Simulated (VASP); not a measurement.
Runs of VASP 6.6.1 on Re. The structure is that of space group Pm-3m (No. 221), or close to it. The cells are those of the table. This isn't the form of Re at room conditions, which is hcp.

```csv
cell,gap on the mesh (eV),pressure (GPa)
"a = 2.591 Å, 1 atom",none,-1.7
"a = 2.625 Å, 1 atom",none,-10.5
"a = 2.659 Å, 1 atom",none,(b)
"a = 2.556 Å, 1 atom",none,(a)
"a = 2.520 Å, 1 atom",none,23.0
```

Alike in all rows: task single point; level RPBE; potentials or basis VASP PAW PBE potentials, release 64 (Re); no spin polarisation; k mesh 14 × 14 × 14; cutoff (eV) 520; smearing fermi-dirac 0.1 eV.

Fill in the values left out.

(a) 9.3; (b) -17.6.

Caveats: the PAW data sets were made with another functional, which shifts forces and pressure a little; spin-orbit coupling is left out, which moves the levels of the heavy elements; the cell stands under tension (at least some runs); the cell stands under pressure (at least some runs).

A k mesh can miss the band edges, and the runs leave out spin-orbit coupling on Re.

A gap of «none» marks levels without a gap at the run's occupations.
